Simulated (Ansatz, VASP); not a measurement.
# Two plane-wave programs on BaTiO3

```
Ba Ti O
1.0
    -4.02652   -4.01529    0.00000
    -4.00409    4.01529    0.00000
    -0.01121   -0.01118   -4.01527
Ba Ti O
2 2 6
Direct
  0.00000 0.00000 0.00000
  0.50000 0.50000 0.00000
  0.51200 0.00000 0.51200
  0.01200 0.50000 0.51200
  0.98840 0.50000 0.98050
  0.48840 0.00000 0.98050
  0.73445 0.24605 0.48840
  0.23445 0.74605 0.48840
  0.73445 0.75395 0.48840
  0.23445 0.25395 0.48840
```

Alike in both runs: task single point; functional r2SCAN; k mesh 5 × 5 × 6; occupations fermi-dirac, width 0.0212 eV; no spin polarisation.

|  | VASP | Ansatz |
| --- | --- | --- |
| version | VASP 6.6.1 | Ansatz 0.2.0 |
| potentials or method | VASP PAW PBE potentials, release 64 (Ba_sv, Ti_sv, O), cutoff 520 eV | PAW plane waves |
| valence electrons in the cell | 80 | 80 |

Ansatz gave:

* gap on the k mesh at the Fermi level (eV): 2.73
* pressure (GPa): 0.1
* rms of the force components (eV/Å): 0.044

Task: Which values does VASP return?

Result: gap on the k mesh at the Fermi level (eV): 2.71; pressure (GPa): 2.1; rms of the force components (eV/Å): 0.018.

VASP's potentials were made for PBE, not for r2SCAN. Ansatz's warnings: structure snapped to symmetry.

Spin-orbit coupling is off throughout.
